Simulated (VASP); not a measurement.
# PbO (F-43m) in VASP: single point with PBEsol

Aim: the single point of PbO with PBEsol.

Program: VASP 6.6.1. These are calculated values, not measurements. Logs are shortened: lines on timing, memory, paths and dates and some standing lists are left out, and cuts for length are marked.

## Step 1: The cell of the first run

The structure is cubic, space group F-43m (No. 216). The conventional cell has a = 5.404 Å, b = 5.404 Å, c = 5.404 Å, α = 90.00°, β = 90.00°, γ = 90.00°. Pb (site symmetry -43m) has 4 O at 2.34 Å within 3.1 Å. O (site symmetry -43m) has 4 Pb at 2.34 Å within 3.1 Å.

## Step 2: Single point, PBEsol

Input file INCAR:

```
PREC = Accurate ; ENCUT = 700
EDIFF = 1E-6 ; ISMEAR = 0
SIGMA = 0.1 ; LREAL = F
LASPH = T ; NELM = 120
ALGO = Normal ; ISIF = 2
LWAVE = F ; LCHARG = F
GGA = PS ; NBANDS = 17
ISYM = -1 ; GGA_COMPAT = F
```

Input file KPOINTS:

```
explicit points
64
Reciprocal
  0.06250000   0.06250000   0.06250000 1
  0.06250000   0.06250000   0.31250000 1
  0.06250000   0.06250000   0.56250000 1
  0.06250000   0.06250000   0.81250000 1
  0.06250000   0.31250000   0.06250000 1
  0.06250000   0.31250000   0.31250000 1
  0.06250000   0.31250000   0.56250000 1
  0.06250000   0.31250000   0.81250000 1
  0.06250000   0.56250000   0.06250000 1
  0.06250000   0.56250000   0.31250000 1
  0.06250000   0.56250000   0.56250000 1
  0.06250000   0.56250000   0.81250000 1
  0.06250000   0.81250000   0.06250000 1
  0.06250000   0.81250000   0.31250000 1
  0.06250000   0.81250000   0.56250000 1
  0.06250000   0.81250000   0.81250000 1
  0.31250000   0.06250000   0.06250000 1
  0.31250000   0.06250000   0.31250000 1
  0.31250000   0.06250000   0.56250000 1
  0.31250000   0.06250000   0.81250000 1
  0.31250000   0.31250000   0.06250000 1
  0.31250000   0.31250000   0.31250000 1
  0.31250000   0.31250000   0.56250000 1
  0.31250000   0.31250000   0.81250000 1
  0.31250000   0.56250000   0.06250000 1
  0.31250000   0.56250000   0.31250000 1
  0.31250000   0.56250000   0.56250000 1
  0.31250000   0.56250000   0.81250000 1
  0.31250000   0.81250000   0.06250000 1
  0.31250000   0.81250000   0.31250000 1
  0.31250000   0.81250000   0.56250000 1
  0.31250000   0.81250000   0.81250000 1
  0.56250000   0.06250000   0.06250000 1
  0.56250000   0.06250000   0.31250000 1
  0.56250000   0.06250000   0.56250000 1
  0.56250000   0.06250000   0.81250000 1
  0.56250000   0.31250000   0.06250000 1
  0.56250000   0.31250000   0.31250000 1
  0.56250000   0.31250000   0.56250000 1
  0.56250000   0.31250000   0.81250000 1
  0.56250000   0.56250000   0.06250000 1
  0.56250000   0.56250000   0.31250000 1
  0.56250000   0.56250000   0.56250000 1
  0.56250000   0.56250000   0.81250000 1
  0.56250000   0.81250000   0.06250000 1
  0.56250000   0.81250000   0.31250000 1
  0.56250000   0.81250000   0.56250000 1
  0.56250000   0.81250000   0.81250000 1
  0.81250000   0.06250000   0.06250000 1
  0.81250000   0.06250000   0.31250000 1
  0.81250000   0.06250000   0.56250000 1
  0.81250000   0.06250000   0.81250000 1
  0.81250000   0.31250000   0.06250000 1
  0.81250000   0.31250000   0.31250000 1
  0.81250000   0.31250000   0.56250000 1
  0.81250000   0.31250000   0.81250000 1
  0.81250000   0.56250000   0.06250000 1
  0.81250000   0.56250000   0.31250000 1
  0.81250000   0.56250000   0.56250000 1
  0.81250000   0.56250000   0.81250000 1
  0.81250000   0.81250000   0.06250000 1
  0.81250000   0.81250000   0.31250000 1
  0.81250000   0.81250000   0.56250000 1
  0.81250000   0.81250000   0.81250000 1
```

Input file POSCAR:

```
PbO
1.0
    0.0000000000      2.7019920000      2.7019920000
    2.7019920000      0.0000000000      2.7019920000
    2.7019920000      2.7019920000      0.0000000000
Pb O
1 1
Direct
    0.0000000000      0.0000000000      0.0000000000
    0.7500000000      0.7500000000      0.7500000000
```

Potentials or basis: VASP PAW PBE potentials, release 64 (Pb_d, O).

Launch:

```sh
$ cat potpaw_PBE.64/Pb_d/POTCAR potpaw_PBE.64/O/POTCAR > POTCAR
$ mpirun -np 1 vasp_std > vasp.out
```

OUTCAR:

```text
PREC = Accurate
   ENCUT = 700
   EDIFF = 1E-6
   ISMEAR = 0
   LREAL = F
   LASPH = T
   NELM = 120
   ISIF = 2
   GGA = PS
   ISYM = -1

 ion  position               nearest neighbor table
   1  0.000  0.000  0.000-   2 2.34   2 2.34   2 2.34   2 2.34
   2  0.750  0.750  0.750-   1 2.34   1 2.34   1 2.34   1 2.34

IMPORTANT INFORMATION: All symmetrisations will be switched off!
NOSYMM: (Re-)initialisation of all symmetry stuff for point group C_1.

----------------------------------------------------------------------------------------

                                     Primitive cell

  volume of cell :      39.4532

  direct lattice vectors                    reciprocal lattice vectors
     0.000000000  2.701992000  2.701992000    -0.185048660  0.185048660  0.185048660
     2.701992000  0.000000000  2.701992000     0.185048660 -0.185048660  0.185048660
     2.701992000  2.701992000  0.000000000     0.185048660  0.185048660 -0.185048660

  length of vectors
     3.821193732  3.821193732  3.821193732     0.320513682  0.320513682  0.320513682

  position of ions in fractional coordinates (direct lattice)
     0.000000000  0.000000000  0.000000000
     0.750000000  0.750000000  0.750000000

  ion indices of the primitive-cell ions
   primitive index   ion index
                 1           1
                 2           2

----------------------------------------------------------------------------------------

 KPOINTS: explicit points

Read explicit list of k-points.

 Found     64 k-points:

 Following reciprocal coordinates:
            Coordinates               Weight
  0.062500  0.062500  0.062500      0.015625
  0.062500  0.062500  0.312500      0.015625
  0.062500  0.062500  0.562500      0.015625
  0.062500  0.062500  0.812500      0.015625
  0.062500  0.312500  0.062500      0.015625
  0.062500  0.312500  0.312500      0.015625
[... 16 lines left out ...]
  0.312500  0.312500  0.562500      0.015625
  0.312500  0.312500  0.812500      0.015625
 [... further k-points ...]
   k-points           NKPTS =     64   k-points in BZ     NKDIM =     64   number of bands    NBANDS=     17
   number of dos      NEDOS =    301   number of ions     NIONS =      2
   total plane-waves  NPLWV =  46656
   dimension x,y,z NGX =    36 NGY =   36 NGZ =   36
   dimension x,y,z NGXF=    72 NGYF=   72 NGZF=   72
   ions per type =               1   1
   NGX,Y,Z   is equivalent  to a cutoff of  15.66, 15.66, 15.66 a.u.
   NGXF,Y,Z  is equivalent  to a cutoff of  31.32, 31.32, 31.32 a.u.
 SYSTEM =  unknown system
   PREC   = accura    normal or accurate (medium, high low for compatibility)
   ISTART =      0    job   : 0-new  1-cont  2-samecut
   ICHARG =      2    charge: 1-file 2-atom 10-const
   ISPIN  =      1    spin polarized calculation?
   LNONCOLLINEAR =      F non collinear calculations
   LSORBIT =      F    spin-orbit coupling
   LASPH  =      T    aspherical Exc in radial PAW
   ENCUT  =  700.0 eV  51.45 Ry    7.17 a.u.   8.24  8.24  8.24*2*pi/ulx,y,z
   NELM   =    120;   NELMIN=  2; NELMDL= -5     # of ELM steps
   EDIFF  = 0.1E-05   stopping-criterion for ELM
   LREAL  =      F    real-space projection
   EDIFFG = 0.1E-04   stopping-criterion for IOM
   NSW    =      0    number of steps for IOM
   IBRION =     -1    ionic relax: 0-MD 1-quasi-New 2-CG
   NFREE  =      0    steps in history (QN), initial steepest desc. (CG)
   ISIF   =      2    stress and relaxation
   ISYM   =     -1    0-nonsym 1-usesym 2-fastsym
   POTIM  = 0.5000    time-step for ionic-motion
   TEBEG  =    0.0;   TEEND  =   0.0 temperature during run
   PSTRESS=    0.0 pullay stress
   NELECT =      20.0000    total number of electrons
   NUPDOWN=      -1.0000    fix difference up-down
   EMIN   =  10.00;   EMAX   =-10.00  energy-range for DOS
   EFERMI =   0.00;   METHOD = LEGACY
   ISMEAR =     0;   SIGMA  =   0.10  broadening in eV -4-tet -1-fermi 0-gaus
   EFERMI_NEDOS =   21; number of points for ismear=-14 and -15
   IALGO  =     38    algorithm
   IMIX   =      4    mixing-type and parameters
     AMIX     =   0.40;   BMIX     =  1.00
     AMIX_MAG =   1.60;   BMIX_MAG =  1.00
  volume/ion in A,a.u.               =      19.73       133.12
  Fermi-wavevector in a.u.,A,eV,Ry     =   1.305341  2.466738 23.183186  1.703916
  Thomas-Fermi vector in A             =   2.436217
   LORBIT       =      0    0 simple, 1 ext, 2 COOP (PROOUT), +10 PAW based schemes
   GGA     = PS    functional components
   LHFCALC =     F    Hartree Fock is set to
   AEXX    =    0.0000 exact exchange contribution
   IVDW    =     0    specifies the selected vdW correction
   LEPSILON=     F    determine dielectric tensor
   LRPA    =     F    only Hartree local field effects (RPA)
 non-spin polarized calculation
 Gauss-broadening in eV      SIGMA  =   0.10
  energy-cutoff  :      700.00
  volume of cell :       39.45
 maximum number of plane-waves:      1673
 NGX is ok and might be reduce to    36
   NGX = 17   NGY = 17   NGZ = 17

 number of electron      19.9999998 magnetization

 Free energy of the ion-electron system (eV)
  ---------------------------------------------------
  ext. energy  EPLUGINS =         0.00000000
  ---------------------------------------------------
  free energy    TOTEN  =       -10.87673803 eV

  energy without entropy =      -10.87599161  energy(sigma->0) =      -10.87636482

 E-fermi :   5.9092     XC(G=0): -10.1202

 val. band max:        5.7478985990   @ k =   0.5625   0.8125   0.3125
 cond. band min:       6.0509733530   @ k =   0.0625   0.5625   0.5625
 fundamental gap:      0.3030747539
 Fermi energy:         5.9092360020

 k-point     1 :       0.0625    0.0625    0.0625
  band No.  band energies     occupation
      1     -12.7358      2.00000
      2     -10.7515      2.00000
      3     -10.7515      2.00000
      4     -10.7318      2.00000
      5     -10.5871      2.00000
      6     -10.5871      2.00000
[... 9 lines left out ...]
     16      17.9014      0.00000
     17      17.9014      0.00000

 k-point     2 :       0.0625    0.0625    0.3125
  band No.  band energies     occupation
      1     -12.7420      2.00000
      2     -10.7115      2.00000
      3     -10.7096      2.00000
      4     -10.5833      2.00000
      5     -10.5674      2.00000
      6     -10.3170      2.00000
[... 9 lines left out ...]
     16      17.6424      0.00000
     17      19.6482      0.00000

 k-point     3 :       0.0625    0.0625    0.5625
  band No.  band energies     occupation
      1     -12.7662      2.00000
      2     -10.7079      2.00000
      3     -10.7023      2.00000
      4     -10.5425      2.00000
      5     -10.5344      2.00000
      6      -9.8957      2.00000
[... 9 lines left out ...]
     16      18.1150      0.00000
     17      19.6258      0.00000

 k-point     4 :       0.0625    0.0625    0.8125
  band No.  band energies     occupation
      1     -12.7376      2.00000
      2     -10.7189      2.00000
      3     -10.7116      2.00000
      4     -10.5932      2.00000
      5     -10.5706      2.00000
      6     -10.4279      2.00000
[... 9 lines left out ...]
     16      18.0479      0.00000
     17      19.0661      0.00000

 k-point     5 :       0.0625    0.3125    0.0625
  band No.  band energies     occupation
      1     -12.7420      2.00000
      2     -10.7115      2.00000
      3     -10.7096      2.00000
      4     -10.5833      2.00000
      5     -10.5674      2.00000
      6     -10.3170      2.00000
[... 9 lines left out ...]
     16      17.6424      0.00000
     17      19.6482      0.00000

 k-point     6 :       0.0625    0.3125    0.3125
  band No.  band energies     occupation
      1     -12.7461      2.00000
      2     -10.6556      2.00000
      3     -10.6383      2.00000
      4     -10.6359      2.00000
      5     -10.5476      2.00000
      6     -10.2111      2.00000
[... 9 lines left out ...]
     16      20.5427      0.00000
     17      20.9982      0.00000

 k-point     7 :       0.0625    0.3125    0.5625
  band No.  band energies     occupation
      1     -12.7662      2.00000
      2     -10.6800      2.00000
      3     -10.6242      2.00000
      4     -10.5933      2.00000
      5     -10.5377      2.00000
      6      -9.7468      2.00000
[... 9 lines left out ...]
     16      19.3940      0.00000
     17      20.8108      0.00000

 k-point     8 :       0.0625    0.3125    0.8125
  band No.  band energies     occupation
      1     -12.7559      2.00000
      2     -10.6972      2.00000
      3     -10.6542      2.00000
      4     -10.5918      2.00000
      5     -10.5615      2.00000
      6      -9.9233      2.00000
[... 9 lines left out ...]
     16      18.7193      0.00000
     17      20.7110      0.00000
[... 203 lines left out ...]
      1     -12.7662      2.00000
      2     -10.6800      2.00000
      3     -10.6242      2.00000
      4     -10.5933      2.00000
      5     -10.5377      2.00000
      6      -9.7468      2.00000
[... 9 lines left out ...]
     16      19.3940      0.00000
     17      20.8108      0.00000

 k-point    20 :       0.3125    0.0625    0.8125
  band No.  band energies     occupation
      1     -12.7559      2.00000
      2     -10.6972      2.00000
      3     -10.6542      2.00000
      4     -10.5918      2.00000
      5     -10.5615      2.00000
      6      -9.9233      2.00000
[... 9 lines left out ...]
     16      18.7193      0.00000
     17      20.7110      0.00000

 k-point    21 :       0.3125    0.3125    0.0625
  band No.  band energies     occupation
      1     -12.7461      2.00000
      2     -10.6556      2.00000
      3     -10.6383      2.00000
      4     -10.6359      2.00000
      5     -10.5476      2.00000
      6     -10.2111      2.00000
[... 9 lines left out ...]
     16      20.5427      0.00000
     17      20.9982      0.00000

 k-point    22 :       0.3125    0.3125    0.3125
  band No.  band energies     occupation
      1     -12.7476      2.00000
      2     -10.7098      2.00000
      3     -10.7098      2.00000
      4     -10.5645      2.00000
      5     -10.5645      2.00000
      6     -10.2234      2.00000
[... 9 lines left out ...]
     16      17.4940      0.00000
     17      19.4966      0.00000

 k-point    23 :       0.3125    0.3125    0.5625
  band No.  band energies     occupation
      1     -12.7603      2.00000
      2     -10.6970      2.00000
      3     -10.6393      2.00000
      4     -10.5776      2.00000
      5     -10.5753      2.00000
      6      -9.8159      2.00000
[... 9 lines left out ...]
     16      18.8275      0.00000
     17      20.7273      0.00000

 k-point    24 :       0.3125    0.3125    0.8125
  band No.  band energies     occupation
      1     -12.7669      2.00000
      2     -10.6770      2.00000
      3     -10.6051      2.00000
      4     -10.5954      2.00000
      5     -10.5308      2.00000
      6      -9.7862      2.00000
[... 9 lines left out ...]
     16      20.4539      0.00000
     17      20.8715      0.00000

 [... further k-points ...]

------------------------ aborting loop because EDIFF is reached ----------------------------------------

  FORCE on cell =-STRESS in cart. coord.  units (eV):
  Direction    XX          YY          ZZ          XY          YZ          ZX
  --------------------------------------------------------------------------------------
  -------------------------------------------------------------------------------------
  Total        1.8901415      1.8901355      1.8901341     -0.0121295     -0.0121263     -0.0121227
  in kB       76.7578369     76.7575936     76.7575371     -0.4925734     -0.4924427     -0.4922982
  external PRESSURE =      76.7576559 kB  Pullay stress =       0.0000000 kB

 VOLUME and BASIS-vectors are now :
 -----------------------------------------------------------------------------
  energy-cutoff  :      700.00
  volume of cell :       39.45
      direct lattice vectors                 reciprocal lattice vectors
     0.000000000  2.701992000  2.701992000    -0.185048660  0.185048660  0.185048660
     2.701992000  0.000000000  2.701992000     0.185048660 -0.185048660  0.185048660
     2.701992000  2.701992000  0.000000000     0.185048660  0.185048660 -0.185048660

 POSITION                                       TOTAL-FORCE (eV/Angst)
 -----------------------------------------------------------------------------------
      0.00000      0.00000      0.00000         0.013390      0.013376      0.013384
      4.05299      4.05299      4.05299        -0.013390     -0.013376     -0.013384
 -----------------------------------------------------------------------------------
    total drift:                                0.000024      0.000043      0.000007

  FREE ENERGIE OF THE ION-ELECTRON SYSTEM (eV)
  ---------------------------------------------------
  free  energy   TOTEN  =       -10.8767380252 eV

  energy  without entropy=      -10.8759916064  energy(sigma->0) =      -10.87636482
```

It took 1.8 min on 1 thread of AMD EPYC 7R13, shared host; peak memory 0.24 GiB.

What came out:

```
Free energy            : -10.8767 eV
Pressure               : 7.7 GPa
Band gap on the k mesh : 0.30 eV (least direct gap 0.49 eV)
```

Caveat: the cell stands under pressure; the PAW data sets were made with another functional, which shifts forces and pressure a little; spin-orbit coupling is left out, which moves the levels of the heavy elements; a shifted mesh leaves out Γ, where band edges can lie.
